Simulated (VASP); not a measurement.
# NaCl (Fm-3m) in VASP: notebook

The runs below take NaCl through single point, with r2SCAN, PBEsol.

All numbers are computed with VASP 6.6.1; they aren't measurements. Logs are shortened: lines on timing, memory, paths and dates and some standing lists are left out, and cuts for length are marked.

## 1. The cell of the first run

It takes space group Fm-3m (No. 225, cubic). The conventional cell has a = 5.588 Å, b = 5.588 Å, c = 5.588 Å, α = 90.00°, β = 90.00°, γ = 90.00°. Within 3.7 Å of Cl (site symmetry m-3m) lie 6 Na at 2.79 Å. Na (site symmetry m-3m) has 6 Cl at 2.79 Å within 3.7 Å.

## 2. Single point, r2SCAN

POSCAR

```
NaCl
1.0
    0.0000000000      2.7940632177      2.7940632177
    2.7940632177      0.0000000000      2.7940632177
    2.7940632177      2.7940632177      0.0000000000
Cl Na
1 1
Direct
    0.5000000000      0.5000000000      0.5000000000
    0.0000000000      0.0000000000      0.0000000000
```

INCAR.step1

```
SYSTEM = NaCl
PREC = Accurate
ENCUT = 520
ISMEAR = -1
SIGMA = 0.05
LREAL = .False.
LASPH = .True.
NELM = 100
NBANDS = 14
GGA = PE
ALGO = Normal
EDIFF = 1E-4
LWAVE = .True.
LCHARG = .False.
```

INCAR.step2

```
SYSTEM = NaCl
PREC = Accurate
ENCUT = 520
EDIFF = 1E-6
ISMEAR = -1
SIGMA = 0.05
LREAL = .False.
LASPH = .True.
NELM = 100
ALGO = Normal
ISIF = 2
LWAVE = .False.
LCHARG = .False.
METAGGA = R2SCAN
LMIXTAU = .True.
NBANDS = 14
ISTART = 1
```

KPOINTS

```
Automatic mesh
0
Gamma
  5 5 5
  0 0 0
```

Potentials or basis: VASP PAW PBE potentials, release 64 (Cl, Na_pv).

Launch:

```
$ cat potpaw_PBE.64/Cl/POTCAR potpaw_PBE.64/Na_pv/POTCAR > POTCAR
$ cp INCAR.step1 INCAR
$ mpirun -np 1 vasp_std > vasp.out
$ cp INCAR.step2 INCAR
$ mpirun -np 1 vasp_std > vasp.out
```

OUTCAR:

```text
SYSTEM = NaCl
   PREC = Accurate
   ENCUT = 520
   EDIFF = 1E-6
   ISMEAR = -1
   LREAL = .False.
   LASPH = .True.
   NELM = 100
   ISIF = 2
   METAGGA = R2SCAN
   ISTART = 1

 ion  position               nearest neighbor table
   1  0.500  0.500  0.500-
   2  0.000  0.000  0.000-

  LATTYP: Found a face centered cubic cell.
 ALAT       =     5.5881264354

  Lattice vectors:

 A1 = (   0.0000000000,   2.7940632177,   2.7940632177)
 A2 = (   2.7940632177,   0.0000000000,   2.7940632177)
 A3 = (   2.7940632177,   2.7940632177,   0.0000000000)

Analysis of symmetry for initial positions (statically):
=====================================================================
 Subroutine PRICEL returns:
 Original cell was already a primitive cell.

 Routine SETGRP: Setting up the symmetry group for a
 face centered cubic supercell.

 Subroutine GETGRP returns: Found 48 space group operations
 (whereof 48 operations were pure point group operations)
 out of a pool of 48 trial point group operations.

The static configuration has the point symmetry O_h .

Analysis of symmetry for dynamics (positions and initial velocities):
=====================================================================
 Subroutine PRICEL returns:
 Original cell was already a primitive cell.

 Routine SETGRP: Setting up the symmetry group for a
 face centered cubic supercell.

 Subroutine GETGRP returns: Found 48 space group operations
 (whereof 48 operations were pure point group operations)
 out of a pool of 48 trial point group operations.

The dynamic configuration has the point symmetry O_h .

 Subroutine INISYM returns: Found 48 space group operations
 (whereof 48 operations are pure point group operations),
 and found     1 'primitive' translations

----------------------------------------------------------------------------------------

                                     Primitive cell

  volume of cell :      43.6253

  direct lattice vectors                    reciprocal lattice vectors
     0.000000000  2.794063218  2.794063218    -0.178950854  0.178950854  0.178950854
     2.794063218  0.000000000  2.794063218     0.178950854 -0.178950854  0.178950854
     2.794063218  2.794063218  0.000000000     0.178950854  0.178950854 -0.178950854

  length of vectors
     3.951402097  3.951402097  3.951402097     0.309951972  0.309951972  0.309951972

  position of ions in fractional coordinates (direct lattice)
     0.500000000  0.500000000  0.500000000
     0.000000000  0.000000000  0.000000000

  ion indices of the primitive-cell ions
   primitive index   ion index
                 1           1
                 2           2

----------------------------------------------------------------------------------------

 KPOINTS: Automatic mesh

Automatic generation of k-mesh.
 Grid dimensions read from file:
 generate k-points for:    5    5    5

 Generating k-lattice:

  Cartesian coordinates                     Fractional coordinates (reciprocal lattice)
    -0.035790171  0.035790171  0.035790171     0.200000000  0.000000000  0.000000000
     0.035790171 -0.035790171  0.035790171     0.000000000  0.200000000  0.000000000
     0.035790171  0.035790171 -0.035790171     0.000000000  0.000000000  0.200000000

  Length of vectors
     0.061990394  0.061990394  0.061990394

  Shift w.r.t. Gamma in fractional coordinates (k-lattice)
     0.000000000  0.000000000  0.000000000

 Subroutine IBZKPT returns following result:
 ===========================================

 Found     10 irreducible k-points:

 Following reciprocal coordinates:
            Coordinates               Weight
  0.000000  0.000000  0.000000      1.000000
  0.200000  0.000000  0.000000      8.000000
  0.400000  0.000000  0.000000      8.000000
  0.200000  0.200000  0.000000      6.000000
  0.400000  0.200000  0.000000     24.000000
 -0.400000  0.200000  0.000000     24.000000
 -0.200000  0.200000  0.000000     12.000000
  0.400000  0.400000  0.000000      6.000000
 -0.400000  0.400000  0.000000     12.000000
 -0.400000  0.400000  0.200000     24.000000
   k-points           NKPTS =     10   k-points in BZ     NKDIM =     10   number of bands    NBANDS=     14
   number of dos      NEDOS =    301   number of ions     NIONS =      2
   total plane-waves  NPLWV =  27000
   dimension x,y,z NGX =    30 NGY =   30 NGZ =   30
   dimension x,y,z NGXF=    60 NGYF=   60 NGZF=   60
   ions per type =               1   1
   NGX,Y,Z   is equivalent  to a cutoff of  12.62, 12.62, 12.62 a.u.
   NGXF,Y,Z  is equivalent  to a cutoff of  25.24, 25.24, 25.24 a.u.
 SYSTEM =  NaCl
   PREC   = accura    normal or accurate (medium, high low for compatibility)
   ISTART =      1    job   : 0-new  1-cont  2-samecut
   ICHARG =      0    charge: 1-file 2-atom 10-const
   ISPIN  =      1    spin polarized calculation?
   LNONCOLLINEAR =      F non collinear calculations
   LSORBIT =      F    spin-orbit coupling
   LASPH  =      T    aspherical Exc in radial PAW
   ENCUT  =  520.0 eV  38.22 Ry    6.18 a.u.   7.35  7.35  7.35*2*pi/ulx,y,z
   NELM   =    100;   NELMIN=  2; NELMDL=  0     # of ELM steps
   EDIFF  = 0.1E-05   stopping-criterion for ELM
   LREAL  =      F    real-space projection
   EDIFFG = 0.1E-04   stopping-criterion for IOM
   NSW    =      0    number of steps for IOM
   IBRION =     -1    ionic relax: 0-MD 1-quasi-New 2-CG
   NFREE  =      0    steps in history (QN), initial steepest desc. (CG)
   ISIF   =      2    stress and relaxation
   ISYM   =      2    0-nonsym 1-usesym 2-fastsym
   POTIM  = 0.5000    time-step for ionic-motion
   TEBEG  =    0.0;   TEEND  =   0.0 temperature during run
   PSTRESS=    0.0 pullay stress
   NELECT =      14.0000    total number of electrons
   NUPDOWN=      -1.0000    fix difference up-down
   EMIN   =  10.00;   EMAX   =-10.00  energy-range for DOS
   EFERMI =   0.00;   METHOD = LEGACY
   ISMEAR =    -1;   SIGMA  =   0.05  broadening in eV -4-tet -1-fermi 0-gaus
   EFERMI_NEDOS =   21; number of points for ismear=-14 and -15
   IALGO  =     38    algorithm
   IMIX   =      4    mixing-type and parameters
     AMIX     =   0.40;   BMIX     =  1.00
     AMIX_MAG =   1.60;   BMIX_MAG =  1.00
  volume/ion in A,a.u.               =      21.81       147.20
  Fermi-wavevector in a.u.,A,eV,Ry     =   1.120825  2.118053 17.092312  1.256249
  Thomas-Fermi vector in A             =   2.257475
   LORBIT       =      0    0 simple, 1 ext, 2 COOP (PROOUT), +10 PAW based schemes
   METAGGA = R2SCAN    functional components
   LHFCALC =     F    Hartree Fock is set to
   AEXX    =    0.0000 exact exchange contribution
   IVDW    =     0    specifies the selected vdW correction
   LEPSILON=     F    determine dielectric tensor
   LRPA    =     F    only Hartree local field effects (RPA)
 non-spin polarized calculation
  energy-cutoff  :      520.00
  volume of cell :       43.63
 maximum number of plane-waves:      1211
 NGX is ok and might be reduce to    30
   NGX = 15   NGY = 15   NGZ = 15

 number of electron      14.0000007 magnetization

 Free energy of the ion-electron system (eV)
  ---------------------------------------------------
  ext. energy  EPLUGINS =         0.00000000
  ---------------------------------------------------
  free energy    TOTEN  =       -13.78992614 eV

  energy without entropy =      -13.78992614  energy(sigma->0) =      -13.78992614

 E-fermi :   0.0380     XC(G=0):  -8.7745

 val. band max:       -1.0019606440   @ k =   0.0000   0.0000   0.0000
 cond. band min:       5.0354855648   @ k =   0.0000   0.0000   0.0000
 fundamental gap:      6.0374462088
 Fermi energy:         0.0379505890

 k-point     1 :       0.0000    0.0000    0.0000
  band No.  band energies     occupation
      1     -22.4714      2.00000
      2     -22.4710      2.00000
      3     -22.4710      2.00000
      4     -14.2890      2.00000
      5      -1.0020      2.00000
      6      -1.0020      2.00000
      7      -1.0020      2.00000
      8       5.0355      0.00000
      9      10.7837      0.00000
     10      10.7837      0.00000
     11      10.7837      0.00000
     12      13.0684      0.00000
     13      13.0684      0.00000
     14      14.7223      0.00000

 k-point     2 :       0.2000    0.0000    0.0000
  band No.  band energies     occupation
      1     -22.4824      2.00000
      2     -22.4721      2.00000
      3     -22.4717      2.00000
      4     -14.1660      2.00000
      5      -1.8203      2.00000
      6      -1.1080      2.00000
      7      -1.1080      2.00000
      8       6.1220      0.00000
      9       9.8712      0.00000
     10      11.1743      0.00000
     11      11.1745      0.00000
     12      12.8531      0.00000
     13      12.8532      0.00000
     14      16.1451      0.00000

 k-point     3 :       0.4000    0.0000    0.0000
  band No.  band energies     occupation
      1     -22.5004      2.00000
      2     -22.4732      2.00000
      3     -22.4729      2.00000
      4     -13.9559      2.00000
      5      -2.8532      2.00000
      6      -1.2701      2.00000
      7      -1.2700      2.00000
      8       6.9763      0.00000
      9      10.4581      0.00000
     10      10.9143      0.00000
     11      10.9147      0.00000
     12      14.8738      0.00000
     13      14.8739      0.00000
     14      15.2877      0.00000
[... 86 lines left out ...]
 k-point     9 :      -0.4000    0.4000    0.0000
  band No.  band energies     occupation
      1     -22.4900      2.00000
      2     -22.4850      2.00000
      3     -22.4783      2.00000
      4     -13.8587      2.00000
      5      -2.5849      2.00000
      6      -2.0206      2.00000
      7      -1.5699      2.00000
      8       7.8753      0.00000
      9       8.5231      0.00000
     10      10.7508      0.00000
     11      13.2086      0.00000
     12      13.9699      0.00000
     13      15.8921      0.00000
     14      17.7057      0.00000

 k-point    10 :      -0.4000    0.4000    0.2000
  band No.  band energies     occupation
      1     -22.4912      2.00000
      2     -22.4831      2.00000
      3     -22.4783      2.00000
      4     -13.8716      2.00000
      5      -2.4995      2.00000
      6      -2.0142      2.00000
      7      -1.6206      2.00000
      8       8.8391      0.00000
      9       8.9562      0.00000
     10       9.4925      0.00000
     11      12.1513      0.00000
     12      14.5957      0.00000
     13      15.3911      0.00000
     14      17.2857      0.00000

------------------------ aborting loop because EDIFF is reached ----------------------------------------

  FORCE on cell =-STRESS in cart. coord.  units (eV):
  Direction    XX          YY          ZZ          XY          YZ          ZX
  --------------------------------------------------------------------------------------
  -------------------------------------------------------------------------------------
  Total        0.0358968      0.0358968      0.0358968      0.0000000     -0.0000000     -0.0000000
  in kB        1.3183405      1.3183405      1.3183405      0.0000000     -0.0000000     -0.0000000
  external PRESSURE =       1.3183405 kB  Pullay stress =       0.0000000 kB

 VOLUME and BASIS-vectors are now :
 -----------------------------------------------------------------------------
  energy-cutoff  :      520.00
  volume of cell :       43.63
      direct lattice vectors                 reciprocal lattice vectors
     0.000000000  2.794063218  2.794063218    -0.178950854  0.178950854  0.178950854
     2.794063218  0.000000000  2.794063218     0.178950854 -0.178950854  0.178950854
     2.794063218  2.794063218  0.000000000     0.178950854  0.178950854 -0.178950854

 POSITION                                       TOTAL-FORCE (eV/Angst)
 -----------------------------------------------------------------------------------
      2.79406      2.79406      2.79406        -0.000000     -0.000000     -0.000000
      0.00000      0.00000      0.00000         0.000000      0.000000      0.000000
 -----------------------------------------------------------------------------------
    total drift:                               -0.000000      0.000000      0.000000

  FREE ENERGIE OF THE ION-ELECTRON SYSTEM (eV)
  ---------------------------------------------------
  free  energy   TOTEN  =       -13.7899261357 eV

  energy  without entropy=      -13.7899261356  energy(sigma->0) =      -13.78992614
```

Wall time 45 s (1 thread of Intel Xeon 8259CL, shared host); peak memory 0.16 GiB.

What came out:

```
Free energy            : -13.7899 eV
Pressure               : 0.1 GPa
Band gap on the k mesh : 6.04 eV
```

Caveat: the PAW data sets were made with another functional, which shifts forces and pressure a little.

[end of part 1 of 2]
